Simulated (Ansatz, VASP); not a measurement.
**KCl in VASP and in Ansatz**

INCAR

```
SYSTEM = KCl
ALGO = Normal
EDIFF = 1E-6
ENCUT = 520
GGA = PE
ISIF = 2
ISMEAR = 0
LASPH = .True.
LCHARG = .True.
LELF = .True.
LREAL = .False.
LVHAR = .True.
LWAVE = .False.
NBANDS = 24
NELM = 80
PREC = Accurate
SIGMA = 0.01
```

File KPOINTS:

```
k-points
0
Gamma
  6 6 4
  0 0 0
```

The input POSCAR:

```
KCl
1.0
    4.4537223280      0.0000000000      0.0000000000
   -2.2268611640      3.8570366775      0.0000000000
    0.0000000000      0.0000000000      7.8107851774
K Cl
2 2
Direct
    0.0000000000      0.0000000000      0.0000000000
    0.0000000000      0.0000000000      0.5000000000
    0.3333333333      0.6666666667      0.2500000000
    0.6666666667      0.3333333333      0.7500000000
```

Input for Ansatz:

```yaml
crystal:
  lattice:
    - [4.453722328, 0.0, 0.0]
    - [-2.226861164, 3.8570366775, 0.0]
    - [0.0, 0.0, 7.8107851774]
  atoms:
    - { symbol: K, position: [0.0, 0.0, 0.0] }
    - { symbol: K, position: [0.0, 0.0, 0.5] }
    - { symbol: Cl, position: [0.3333333333, 0.6666666667, 0.25] }
    - { symbol: Cl, position: [0.6666666667, 0.3333333333, 0.75] }
kpoints:
  mp_grid: { grid: [6, 6, 4] }
hamiltonian:
  xc: pbe
scf:
  occupations: { method: fixed }
  n_extra_bands: 5
output:
  forces: true
  stress: true
  eigenvalues: true
```

Alike in both runs: task single point; functional PBE; k mesh 6 × 6 × 4; no spin polarisation.

```csv
,VASP,Ansatz
version,VASP 6.6.1,Ansatz 0.2.0
potentials or method,"VASP PAW PBE potentials, release 64 (K_sv, Cl)","plane waves, PAW"
plane-wave cutoff (eV),520,420
occupations,"gaussian, width 0.01 eV",fixed
valence electrons in the cell,32,32
```

```tsv
	VASP	Ansatz	Ansatz less VASP
gap on the k mesh at the Fermi level (eV)	4.89	4.89	+0.001
pressure (GPa)	-0.4	-0.4	-0.01
```
